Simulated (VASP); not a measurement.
# Sn in VASP: a series of runs, part 3 of 3

VASP 6.6.1. The steps go on from the part before.

### Step 4. Single point, PBE (epitaxial 111 strain +0.4%)

The input, INCAR:

```
PREC = Accurate ; ENCUT = 520
EDIFF = 1E-6 ; ISMEAR = -1
SIGMA = 0.02 ; LREAL = False
LASPH = True ; NELM = 60
ALGO = Normal ; ISIF = 2
LWAVE = False ; LCHARG = False
GGA = PE ; NBANDS = 21
```

The input, KPOINTS:

```
Automatic mesh
0
Gamma
  6 6 6
```

The input, POSCAR:

```
Sn
1.0
   -0.0156346311      3.2806492033      3.2806492033
    3.2806492033     -0.0156346311      3.2806492033
    3.2806492033      3.2806492033     -0.0156346311
Sn
2
Direct
   -0.0005422541     -0.0005422541     -0.0005422541
    0.2505422541      0.2505422541      0.2505422541
```

Potentials or basis: VASP PAW PBE potentials, release 64 (Sn_d).

Command:

```console
$ cat potpaw_PBE.64/Sn_d/POTCAR > POTCAR
$ mpirun -np 1 vasp_std > vasp.out
```

OUTCAR:

```text
PREC = Accurate
   ENCUT = 520
   EDIFF = 1E-6
   ISMEAR = -1
   LREAL = False
   LASPH = True
   NELM = 60
   ISIF = 2
   GGA = PE

 ion  position               nearest neighbor table
   1  0.999  0.999  0.999-   2 2.85   2 2.85   2 2.85   2 2.85
   2  0.251  0.251  0.251-   1 2.85   1 2.85   1 2.85   1 2.85

  LATTYP: Found a trigonal (rhomboedric) cell.
 ALAT       =     4.6395649399
 COS(alpha) =     0.4952286636

  Lattice vectors:

 A1 = (  -0.0156346311,   3.2806492033,   3.2806492033)
 A2 = (   3.2806492033,  -0.0156346311,   3.2806492033)
 A3 = (   3.2806492033,   3.2806492033,  -0.0156346311)

Analysis of symmetry for initial positions (statically):
=====================================================================
 Subroutine PRICEL returns:
 Original cell was already a primitive cell.

 Routine SETGRP: Setting up the symmetry group for a
 trigonal (rhombohedral) supercell.

 Subroutine GETGRP returns: Found 12 space group operations
 (whereof  6 operations were pure point group operations)
 out of a pool of 12 trial point group operations.

The static configuration has the point symmetry C_3v.
 The point group associated with its full space group is D_3d.

Analysis of symmetry for dynamics (positions and initial velocities):
=====================================================================
 Subroutine PRICEL returns:
 Original cell was already a primitive cell.

 Routine SETGRP: Setting up the symmetry group for a
 trigonal (rhombohedral) supercell.

 Subroutine GETGRP returns: Found 12 space group operations
 (whereof  6 operations were pure point group operations)
 out of a pool of 12 trial point group operations.

The dynamic configuration has the point symmetry C_3v.
 The point group associated with its full space group is D_3d.

 Subroutine INISYM returns: Found 12 space group operations
 (whereof  6 operations are pure point group operations),
 and found     1 'primitive' translations

----------------------------------------------------------------------------------------

                                     Primitive cell

  volume of cell :      71.1218

  direct lattice vectors                    reciprocal lattice vectors
    -0.015634631  3.280649203  3.280649203    -0.151323658  0.152048276  0.152048276
     3.280649203 -0.015634631  3.280649203     0.152048276 -0.151323658  0.152048276
     3.280649203  3.280649203 -0.015634631     0.152048276  0.152048276 -0.151323658

  length of vectors
     4.639564940  4.639564940  4.639564940     0.262937646  0.262937646  0.262937646

  position of ions in fractional coordinates (direct lattice)
     0.999457746  0.999457746  0.999457746
     0.250542254  0.250542254  0.250542254

  ion indices of the primitive-cell ions
   primitive index   ion index
                 1           1
                 2           2

----------------------------------------------------------------------------------------

 KPOINTS: Automatic mesh

Automatic generation of k-mesh.
 Grid dimensions read from file:
 generate k-points for:    6    6    6

 Generating k-lattice:

  Cartesian coordinates                     Fractional coordinates (reciprocal lattice)
    -0.025220610  0.025341379  0.025341379     0.166666667 -0.000000000 -0.000000000
     0.025341379 -0.025220610  0.025341379    -0.000000000  0.166666667 -0.000000000
     0.025341379  0.025341379 -0.025220610    -0.000000000 -0.000000000  0.166666667

  Length of vectors
     0.043822941  0.043822941  0.043822941

  Shift w.r.t. Gamma in fractional coordinates (k-lattice)
     0.000000000  0.000000000  0.000000000

 Subroutine IBZKPT returns following result:
 ===========================================

 Found     32 irreducible k-points:

 Following reciprocal coordinates:
            Coordinates               Weight
  0.000000  0.000000  0.000000      1.000000
  0.166667  0.000000 -0.000000      6.000000
  0.333333 -0.000000 -0.000000      6.000000
  0.500000 -0.000000 -0.000000      3.000000
  0.166667  0.166667 -0.000000      6.000000
  0.333333  0.166667 -0.000000     12.000000
[... 16 lines left out ...]
  0.500000  0.500000  0.166667      6.000000
 -0.333333  0.500000  0.166667     12.000000
 [... further k-points ...]
   k-points           NKPTS =     32   k-points in BZ     NKDIM =     32   number of bands    NBANDS=     21
   number of dos      NEDOS =    301   number of ions     NIONS =      2
   total plane-waves  NPLWV =  46656
   dimension x,y,z NGX =    36 NGY =   36 NGZ =   36
   dimension x,y,z NGXF=    72 NGYF=   72 NGZF=   72
   ions per type =               2
   NGX,Y,Z   is equivalent  to a cutoff of  12.90, 12.90, 12.90 a.u.
   NGXF,Y,Z  is equivalent  to a cutoff of  25.80, 25.80, 25.80 a.u.
 SYSTEM =  unknown system
   PREC   = accura    normal or accurate (medium, high low for compatibility)
   ISTART =      0    job   : 0-new  1-cont  2-samecut
   ICHARG =      2    charge: 1-file 2-atom 10-const
   ISPIN  =      1    spin polarized calculation?
   LNONCOLLINEAR =      F non collinear calculations
   LSORBIT =      F    spin-orbit coupling
   LASPH  =      T    aspherical Exc in radial PAW
   ENCUT  =  520.0 eV  38.22 Ry    6.18 a.u.   8.63  8.63  8.63*2*pi/ulx,y,z
   NELM   =     60;   NELMIN=  2; NELMDL= -5     # of ELM steps
   EDIFF  = 0.1E-05   stopping-criterion for ELM
   LREAL  =      F    real-space projection
   EDIFFG = 0.1E-04   stopping-criterion for IOM
   NSW    =      0    number of steps for IOM
   IBRION =     -1    ionic relax: 0-MD 1-quasi-New 2-CG
   NFREE  =      0    steps in history (QN), initial steepest desc. (CG)
   ISIF   =      2    stress and relaxation
   ISYM   =      2    0-nonsym 1-usesym 2-fastsym
   POTIM  = 0.5000    time-step for ionic-motion
   TEBEG  =    0.0;   TEEND  =   0.0 temperature during run
   PSTRESS=    0.0 pullay stress
   NELECT =      28.0000    total number of electrons
   NUPDOWN=      -1.0000    fix difference up-down
   EMIN   =  10.00;   EMAX   =-10.00  energy-range for DOS
   EFERMI =   0.00;   METHOD = LEGACY
   ISMEAR =    -1;   SIGMA  =   0.02  broadening in eV -4-tet -1-fermi 0-gaus
   EFERMI_NEDOS =   21; number of points for ismear=-14 and -15
   IALGO  =     38    algorithm
   IMIX   =      4    mixing-type and parameters
     AMIX     =   0.40;   BMIX     =  1.00
     AMIX_MAG =   1.60;   BMIX_MAG =  1.00
  volume/ion in A,a.u.               =      35.56       239.98
  Fermi-wavevector in a.u.,A,eV,Ry     =   1.199849  2.267386 19.587454  1.439637
  Thomas-Fermi vector in A             =   2.335701
   LORBIT       =      0    0 simple, 1 ext, 2 COOP (PROOUT), +10 PAW based schemes
   GGA     = PE    functional components
   LHFCALC =     F    Hartree Fock is set to
   AEXX    =    0.0000 exact exchange contribution
   IVDW    =     0    specifies the selected vdW correction
   LEPSILON=     F    determine dielectric tensor
   LRPA    =     F    only Hartree local field effects (RPA)
 non-spin polarized calculation
  energy-cutoff  :      520.00
  volume of cell :       71.12
 maximum number of plane-waves:      1930
 NGX is ok and might be reduce to    36
   NGX = 17   NGY = 17   NGZ = 17

 number of electron      27.9999988 magnetization

 Free energy of the ion-electron system (eV)
  ---------------------------------------------------
  ext. energy  EPLUGINS =         0.00000000
  ---------------------------------------------------
  free energy    TOTEN  =        -7.64884096 eV

  energy without entropy =       -7.64844534  energy(sigma->0) =       -7.64864315

 E-fermi :   5.1578     XC(G=0):  -8.6952

 val. band max:        5.0836150742   @ k =   0.5000   0.5000   0.5000
 cond. band min:       5.1714878883   @ k =   0.5000  -0.0000  -0.0000
 fundamental gap:      0.0878728140
 Fermi energy:         5.1578372510

 k-point     1 :       0.0000    0.0000    0.0000
  band No.  band energies     occupation
      1     -16.3769      2.00000
      2     -16.3727      2.00000
      3     -16.3727      2.00000
      4     -16.3201      2.00000
      5     -16.3201      2.00000
      6     -16.0450      2.00000
[... 13 lines left out ...]
     20      13.0945      0.00000
     21      13.0945      0.00000

 k-point     2 :       0.1667    0.0000   -0.0000
  band No.  band energies     occupation
      1     -16.3903      2.00000
      2     -16.3880      2.00000
      3     -16.3678      2.00000
      4     -16.2993      2.00000
      5     -16.2991      2.00000
      6     -16.0717      2.00000
[... 520 lines left out ...]
 k-point    24 :      -0.3333    0.5000    0.1667
  band No.  band energies     occupation
      1     -16.4331      2.00000
      2     -16.4321      2.00000
      3     -16.2633      2.00000
      4     -16.2610      2.00000
      5     -16.1819      2.00000
      6     -16.1794      2.00000
[... 13 lines left out ...]
     20      14.0556      0.00000
     21      15.2780      0.00000

 [... further k-points ...]
[... 5 lines left out ...]
  --------------------------------------------------------------------------------------
  -------------------------------------------------------------------------------------
  Total        0.6149732      0.6149732      0.6149732      0.0258385      0.0258385      0.0258385
  in kB       13.8536395     13.8536395     13.8536395      0.5820698      0.5820698      0.5820698
  external PRESSURE =      13.8536395 kB  Pullay stress =       0.0000000 kB

 VOLUME and BASIS-vectors are now :
 -----------------------------------------------------------------------------
  energy-cutoff  :      520.00
  volume of cell :       71.12
      direct lattice vectors                 reciprocal lattice vectors
    -0.015634631  3.280649203  3.280649203    -0.151323658  0.152048276  0.152048276
     3.280649203 -0.015634631  3.280649203     0.152048276 -0.151323658  0.152048276
     3.280649203  3.280649203 -0.015634631     0.152048276  0.152048276 -0.151323658

 POSITION                                       TOTAL-FORCE (eV/Angst)
 -----------------------------------------------------------------------------------
      6.54211      6.54211      6.54211         0.009930      0.009930      0.009930
      1.63997      1.63997      1.63997        -0.009930     -0.009930     -0.009930
 -----------------------------------------------------------------------------------
    total drift:                               -0.000000     -0.000000      0.000000

  FREE ENERGIE OF THE ION-ELECTRON SYSTEM (eV)
  ---------------------------------------------------
  free  energy   TOTEN  =        -7.6488409599 eV

  energy  without entropy=       -7.6484453448  energy(sigma->0) =       -7.64864315
```

stdout:

```text
POSCAR found type information on POSCAR Sn
 POSCAR found :  1 types and       2 ions
 scaLAPACK will be used
 LDA part: xc-table for (Slater+PW92), standard interpolation
 POSCAR, INCAR and KPOINTS ok, starting setup
 FFT: planning ... GRIDC
 FFT: planning ... GRID_SOFT
 FFT: planning ... GRID
 WAVECAR not read
 entering main loop
```

Wall time 32 s (1 thread of Intel Xeon Platinum 8259CL at 2.50GHz (Skylake/Cascade Lake), shared host); peak memory 0.21 GiB.

What came out:

```
Free energy            : -7.6488 eV
Pressure               : 1.4 GPa
Largest force          : 0.017 eV/Å
Band gap on the k mesh : zero (band 14 reaches 5.29 eV, above the bottom of band 15 at 5.08 eV)
```

Forces on the atoms (eV/Å):
```
Sn   0.010  0.010  0.010
Sn  -0.010 -0.010 -0.010
```

Levels at points of the mesh, in eV from the Fermi level:
| k point | band 12 | band 13 | band 14 | band 15 | band 16 | band 17 |
| --- | --- | --- | --- | --- | --- | --- |
| (0.00, 0.00, 0.00) | -0.84 | 0.14 | 0.14 | 0.21 | 2.22 | 2.22 |
| (0.50, 0.00, 0.00) | -6.08 | -1.00 | -0.95 | 0.01 | 3.29 | 3.30 |
| (0.50, 0.50, 0.00) | -7.30 | -2.28 | -2.24 | 0.91 | 0.98 | 7.53 |
| (0.50, 0.50, 0.50) | -6.05 | -1.01 | -1.01 | -0.07 | 3.26 | 3.26 |

Caveat: the cell differs from its parent crystal (epitaxial 111 strain +0.4%); spin-orbit coupling is left out, which moves the levels of the heavy elements.

### Step 5. Summary

| cell | gap on the mesh (eV) | pressure (GPa) | largest force (eV/Å) |
| --- | --- | --- | --- |
| a = 4.656, b = 4.656, c = 4.645 Å, angles 60.1, 60.1, 59.8°, 2 atoms | none | 1.3 | - |
| a = 4.537 Å, angles 61.6°, 2 atoms | none | 3.2 | 0.03 |
| a = 4.640 Å, angles 60.3°, 2 atoms | none | 1.4 | 0.02 |

Alike in all rows: task single point; level PBE; potentials or basis VASP PAW PBE potentials, release 64 (Sn_d); no spin polarisation; k mesh 6 × 6 × 6; cutoff (eV) 520; smearing fermi-dirac 0.02 eV.

Caveats: spin-orbit coupling is left out, which moves the levels of the heavy elements.

Absolute energies hang on the potentials; compare differences alone.
